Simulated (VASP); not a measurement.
# CuO (P4/nmm) in VASP: single point with LDA+U

Aim: the single point of CuO with LDA+U.

Everything below comes from runs of VASP 6.6.1. Logs are shortened: lines on timing, memory, paths and dates and some standing lists are left out, and cuts for length are marked.

### Step 1. The cell of the first run

It takes space group P4/nmm (No. 129, tetragonal). The conventional cell has a = 3.175 Å, b = 3.175 Å, c = 4.650 Å, α = 90.00°, β = 90.00°, γ = 90.00°. Within 2.7 Å of Cu (site symmetry -4m2) lie 4 O at 2.02 Å and 4 Cu at 2.25 Å. Within 2.7 Å of O (site symmetry 4mm) lie 4 Cu at 2.02 Å.

### Step 2. Single point, LDA+U, collinear spin, antiferromagnetic start

Contents of INCAR:

```
PREC = Accurate
ENCUT = 520
EDIFF = 1E-6
ISMEAR = 0
SIGMA = 0.05
LREAL = F
LASPH = T
NELM = 150
ALGO = Normal
ISIF = 2
LWAVE = F
LCHARG = F
ISPIN = 2
MAGMOM = 1 1 -1 -1 0 0 0 0
LORBIT = 11
LMAXMIX = 4
LDAU = T
LDAUTYPE = 2
LDAUL = 2 -1
LDAUU = 4 0
LDAUJ = 0 0
LDAUPRINT = 1
NBANDS = 48
```

Contents of KPOINTS:

```
regular mesh
0
Gamma
  6 3 4
```

Contents of POSCAR:

```
CuO
1.0
    3.1754955000      0.0000000000      0.0000000000
    0.0000000000      6.3509910000      0.0000000000
    0.0000000000      0.0000000000      4.6495318700
Cu O
4 4
Direct
    0.0000000000      0.0000000000      0.0000000000
    0.5000000000      0.2500000000      0.0000000000
    0.0000000000      0.5000000000      0.0000000000
    0.5000000000      0.7500000000      0.0000000000
    0.5000000000      0.0000000000      0.2670000000
    0.0000000000      0.2500000000      0.7330000000
    0.5000000000      0.5000000000      0.2670000000
    0.0000000000      0.7500000000      0.7330000000
```

Potentials or basis: VASP PAW LDA potentials, release 64 (Cu, O).

Run with:

```bash
> cat potpaw_LDA.64/Cu/POTCAR potpaw_LDA.64/O/POTCAR > POTCAR
> mpirun -np 1 vasp_std > vasp.out
```

OUTCAR:

```text
PREC = Accurate
   ENCUT = 520
   EDIFF = 1E-6
   ISMEAR = 0
   LREAL = F
   LASPH = T
   NELM = 150
   ISIF = 2
   ISPIN = 2
   LORBIT = 11

 ion  position               nearest neighbor table
   1  0.000  0.000  0.000-   5 2.02   6 2.02   8 2.02   5 2.02   2 2.25   2 2.25   4 2.25   4 2.25

   2  0.500  0.250  0.000-   5 2.02   6 2.02   7 2.02   6 2.02   1 2.25   1 2.25   3 2.25   3 2.25

   3  0.000  0.500  0.000-   6 2.02   7 2.02   8 2.02   7 2.02   2 2.25   2 2.25   4 2.25   4 2.25

   4  0.500  0.750  0.000-   5 2.02   7 2.02   8 2.02   8 2.02   1 2.25   1 2.25   3 2.25   3 2.25

   5  0.500  0.000  0.267-   1 2.02   2 2.02   4 2.02   1 2.02
   6  0.000  0.250  0.733-   1 2.02   2 2.02   3 2.02   2 2.02
   7  0.500  0.500  0.267-   2 2.02   3 2.02   4 2.02   3 2.02
   8  0.000  0.750  0.733-   1 2.02   3 2.02   4 2.02   4 2.02

  LATTYP: Found a simple orthorhombic cell.
 ALAT       =     3.1754955000
 B/A-ratio  =     1.4641909806
 C/A-ratio  =     2.0000000000

  Lattice vectors:

 A1 = (  -3.1754955000,   0.0000000000,   0.0000000000)
 A2 = (   0.0000000000,   0.0000000000,   4.6495318700)
 A3 = (   0.0000000000,   6.3509910000,   0.0000000000)

Analysis of symmetry for initial positions (statically):
=====================================================================
 Subroutine PRICEL returns following result:

  LATTYP: Found a simple tetragonal cell.
 ALAT       =     3.1754955000
 C/A-ratio  =     1.4641909806
[... 12 lines left out ...]
 Subroutine GETGRP returns: Found  8 space group operations
 (whereof  4 operations were pure point group operations)
 out of a pool of  8 trial point group operations.

The static configuration has the point symmetry C_2v.
 The point group associated with its full space group is D_2h.

Analysis of symmetry for dynamics (positions and initial velocities):
=====================================================================
 Subroutine PRICEL returns following result:

  LATTYP: Found a simple tetragonal cell.
 ALAT       =     3.1754955000
 C/A-ratio  =     1.4641909806
[... 12 lines left out ...]
 Subroutine GETGRP returns: Found  8 space group operations
 (whereof  4 operations were pure point group operations)
 out of a pool of  8 trial point group operations.

The dynamic configuration has the point symmetry C_2v.
 The point group associated with its full space group is D_2h.

Analysis of structural, dynamic, and magnetic symmetry:
=====================================================================
 Subroutine PRICEL returns following result:

  LATTYP: Found a simple tetragonal cell.
 ALAT       =     3.1754955000
 C/A-ratio  =     1.4641909806
[... 12 lines left out ...]
 Subroutine GETGRP returns: Found  4 space group operations
 (whereof  2 operations were pure point group operations)
 out of a pool of  8 trial point group operations.

The overall configuration has the point symmetry C_1h.
 The point group associated with its full space group is C_2h.

 Subroutine INISYM returns: Found  4 space group operations
 (whereof  2 operations are pure point group operations),
 and found     2 'primitive' translations

----------------------------------------------------------------------------------------

                                     Primitive cell

  volume of cell :      46.8848

  direct lattice vectors                    reciprocal lattice vectors
     3.175495500  0.000000000  0.000000000     0.314911484  0.000000000  0.000000000
[... 98 lines left out ...]
   POTIM  = 0.5000    time-step for ionic-motion
   TEBEG  =    0.0;   TEEND  =   0.0 temperature during run
   PSTRESS=    0.0 pullay stress
   NELECT =      68.0000    total number of electrons
   NUPDOWN=      -1.0000    fix difference up-down
   EMIN   =  10.00;   EMAX   =-10.00  energy-range for DOS
   EFERMI =   0.00;   METHOD = LEGACY
   ISMEAR =     0;   SIGMA  =   0.05  broadening in eV -4-tet -1-fermi 0-gaus
   EFERMI_NEDOS =   21; number of points for ismear=-14 and -15
   IALGO  =     38    algorithm
   IMIX   =      4    mixing-type and parameters
     AMIX     =   0.40;   BMIX     =  1.00
     AMIX_MAG =   1.60;   BMIX_MAG =  1.00
  volume/ion in A,a.u.               =      11.72        79.10
  Fermi-wavevector in a.u.,A,eV,Ry     =   1.470812  2.779431 29.433305  2.163287
  Thomas-Fermi vector in A             =   2.586023
   LORBIT       =     11    0 simple, 1 ext, 2 COOP (PROOUT), +10 PAW based schemes
 LDA+U is selected, type is set to LDAUTYPE =  2
   angular momentum for each species LDAUL =     2   -1
   U (eV)           for each species LDAUU =   4.0  0.0
   J (eV)           for each species LDAUJ =   0.0  0.0
   GGA     = CA    functional components
   LHFCALC =     F    Hartree Fock is set to
   AEXX    =    0.0000 exact exchange contribution
   IVDW    =     0    specifies the selected vdW correction
   LEPSILON=     F    determine dielectric tensor
   LRPA    =     F    only Hartree local field effects (RPA)
 spin polarized calculation
 Gauss-broadening in eV      SIGMA  =   0.05
  energy-cutoff  :      520.00
  volume of cell :       93.77
 maximum number of plane-waves:      2544
   NGX = 11   NGY = 23   NGZ = 17

 number of electron      68.0000069 magnetization      -0.0000000

atom =   1  type =  1  l = 2

 onsite density matrix

spin component  1
[... 116 lines left out ...]
  o =  0.8688  v = -0.1039  0.0000 -0.0000  0.9946  0.0000  0.0000  0.0000  0.0000  0.0000  0.0000      0.0000  0.0000  0.0000  0.0000  0.0000  0.0000  0.0000  0.0000  0.0000  0.0000
  o =  0.8783  v =  0.0000  0.9702 -0.1317 -0.0000  0.2033  0.0000  0.0000  0.0000  0.0000  0.0000      0.0000  0.0000  0.0000  0.0000  0.0000  0.0000  0.0000  0.0000  0.0000  0.0000
  o =  0.9254  v =  0.0000  0.0000  0.0000  0.0000  0.0000  0.0000 -0.9665 -0.1300  0.0000  0.2213      0.0000  0.0000  0.0000  0.0000  0.0000  0.0000  0.0000  0.0000  0.0000  0.0000
  o =  0.9420  v =  0.0000  0.0000  0.0000  0.0000  0.0000 -0.4921 -0.0000 -0.0000 -0.8705  0.0000      0.0000  0.0000  0.0000  0.0000  0.0000  0.0000  0.0000  0.0000  0.0000  0.0000
  o =  0.9495  v =  0.0000  0.0694  0.9552  0.0000  0.2877  0.0000  0.0000  0.0000  0.0000  0.0000      0.0000  0.0000  0.0000  0.0000  0.0000  0.0000  0.0000  0.0000  0.0000  0.0000
  o =  0.9502  v = -0.9946  0.0000  0.0000 -0.1039 -0.0000  0.0000  0.0000  0.0000  0.0000  0.0000      0.0000  0.0000  0.0000  0.0000  0.0000  0.0000  0.0000  0.0000  0.0000  0.0000
  o =  0.9537  v =  0.0000  0.2321  0.2650  0.0000 -0.9359  0.0000  0.0000  0.0000  0.0000  0.0000      0.0000  0.0000  0.0000  0.0000  0.0000  0.0000  0.0000  0.0000  0.0000  0.0000
  o =  0.9595  v =  0.0000  0.0000  0.0000  0.0000  0.0000  0.0000  0.0771 -0.9694 -0.0000 -0.2331      0.0000  0.0000  0.0000  0.0000  0.0000  0.0000  0.0000  0.0000  0.0000  0.0000
  o =  0.9641  v =  0.0000  0.0000  0.0000  0.0000  0.0000  0.8705  0.0000 -0.0000 -0.4921  0.0000      0.0000  0.0000  0.0000  0.0000  0.0000  0.0000  0.0000  0.0000  0.0000  0.0000
  o =  0.9644  v =  0.0000  0.0000  0.0000  0.0000  0.0000  0.0000 -0.2448  0.2082 -0.0000 -0.9469      0.0000  0.0000  0.0000  0.0000  0.0000  0.0000  0.0000  0.0000  0.0000  0.0000

 number of electron      68.0000069 magnetization       0.0000000

 Free energy of the ion-electron system (eV)
  ---------------------------------------------------
  ext. energy  EPLUGINS =         0.00000000
  ---------------------------------------------------
  free energy    TOTEN  =       -34.02021558 eV

  energy without entropy =      -34.00608045  energy(sigma->0) =      -34.01314802

 E-fermi :   2.2796     XC(G=0): -11.2894

 val. band max:        2.2770101641   @ k =   0.0000   0.3333   0.0000
 cond. band min:       2.2863855068   @ k =   0.1667   0.0000   0.5000
 fundamental gap:      0.0093753427
 Fermi energy:         2.2795971864

 spin component 1

 k-point     1 :       0.0000    0.0000    0.0000
  band No.  band energies     occupation
      1     -15.5836      1.00000
      2     -15.0261      1.00000
      3     -14.8924      1.00000
      4     -14.6756      1.00000
      5      -4.0359      1.00000
      6      -3.4690      1.00000
[... 2345 lines left out ...]
     45      15.7296      0.00000
     46      15.7296      0.00000

 [... further k-points ...]

 [bands above 46 left out]

------------------------ aborting loop because EDIFF is reached ----------------------------------------

  FORCE on cell =-STRESS in cart. coord.  units (eV):
  Direction    XX          YY          ZZ          XY          YZ          ZX
  --------------------------------------------------------------------------------------
  -------------------------------------------------------------------------------------
  Total        6.2424831      6.0538563    -11.8851983      0.0000000      0.2539474      0.0000000
  in kB      106.6610191    103.4380836   -203.0742164      0.0000000      4.3390248      0.0000000
  external PRESSURE =       2.3416288 kB  Pullay stress =       0.0000000 kB

 VOLUME and BASIS-vectors are now :
 -----------------------------------------------------------------------------
  energy-cutoff  :      520.00
  volume of cell :       93.77
      direct lattice vectors                 reciprocal lattice vectors
     3.175495500  0.000000000  0.000000000     0.314911484  0.000000000  0.000000000
     0.000000000  6.350991000  0.000000000     0.000000000  0.157455742  0.000000000
     0.000000000  0.000000000  4.649531870     0.000000000  0.000000000  0.215075416

 POSITION                                       TOTAL-FORCE (eV/Angst)
 -----------------------------------------------------------------------------------
      0.00000      0.00000      0.00000         0.000000      0.033524     -0.016309
      1.58775      1.58775      0.00000        -0.000000     -0.033524      0.016309
      0.00000      3.17550      0.00000         0.000000      0.033524     -0.016309
      1.58775      4.76324      0.00000        -0.000000     -0.033524      0.016309
      1.58775      0.00000      1.24143         0.000000      0.051467     -1.852127
      0.00000      1.58775      3.40811        -0.000000     -0.051467      1.852127
      1.58775      3.17550      1.24143         0.000000      0.051467     -1.852127
      0.00000      4.76324      3.40811        -0.000000     -0.051467      1.852127
 -----------------------------------------------------------------------------------
    total drift:                                0.000000     -0.000000     -0.000000

  FREE ENERGIE OF THE ION-ELECTRON SYSTEM (eV)
  ---------------------------------------------------
  free  energy   TOTEN  =       -34.0202155810 eV

  energy  without entropy=      -34.0060804546  energy(sigma->0) =      -34.01314802

 total charge

# of ion       s       p       d       tot
------------------------------------------
    1        0.406   0.479   9.331  10.217
    2        0.406   0.479   9.331  10.217
    3        0.406   0.479   9.331  10.217
    4        0.406   0.479   9.331  10.217
    5        1.579   3.220   0.000   4.799
    6        1.579   3.220   0.000   4.799
    7        1.579   3.220   0.000   4.799
    8        1.579   3.220   0.000   4.799
--------------------------------------------------
tot          7.941  14.797  37.325  60.064

 magnetization (x)

# of ion       s       p       d       tot
------------------------------------------
    1       -0.004   0.001   0.155   0.152
    2       -0.004   0.001   0.155   0.152
    3        0.004  -0.001  -0.155  -0.152
    4        0.004  -0.001  -0.155  -0.152
    5        0.002   0.189   0.000   0.192
    6        0.002   0.189   0.000   0.192
    7       -0.002  -0.189   0.000  -0.192
    8       -0.002  -0.189   0.000  -0.192
--------------------------------------------------
tot          0.000   0.000   0.000   0.000
```

Run time: 3.2 min. Hardware: 1 thread of Intel Xeon 6975P-C (Granite Rapids), shared host; peak memory 0.28 GiB.

Results:

```yaml
Free_energy: -34.0202 eV
Pressure: 0.2 GPa
Largest_force: 1.853 eV/Å
Band_gap_on_the_k_mesh: zero (filled and empty bands overlap)
Net_moment: 0.00 μB per cell
Site_moments: Cu +0.15, -0.15; O +0.19, -0.19 μB
Valence_electrons_inside_the_program's_atomic_spheres: Cu 10.22; O 4.80
```

Forces in eV/Å, atoms in the order of the input:
```
Cu   0.000  0.034 -0.016
Cu   0.000 -0.034  0.016
Cu   0.000  0.034 -0.016
Cu   0.000 -0.034  0.016
O    0.000  0.051 -1.852
O    0.000 -0.051  1.852
O    0.000  0.051 -1.852
O    0.000 -0.051  1.852
```

Stress tensor (GPa, compression positive):
```
 10.67   0.00   0.00
  0.00  10.34   0.43
  0.00   0.43 -20.31
```

Eigenvalues of the final occupation matrices:
```tsv
site	spin	trace	eigenvalues
site 1 d	1	4.76	0.93 0.94 0.96 0.96 0.96
site 1 d	2	4.60	0.87 0.88 0.95 0.95 0.95
site 2 d	1	4.76	0.93 0.94 0.96 0.96 0.96
site 2 d	2	4.60	0.87 0.88 0.95 0.95 0.95
site 3 d	1	4.60	0.87 0.88 0.95 0.95 0.95
site 3 d	2	4.76	0.93 0.94 0.96 0.96 0.96
site 4 d	1	4.60	0.87 0.88 0.95 0.95 0.95
site 4 d	2	4.76	0.93 0.94 0.96 0.96 0.96
```

Caveat: forces of over 1 eV/Å act on the atoms, so gaps and moduli don't describe the material at rest. The state reached can hang on the start; a lower one may exist.
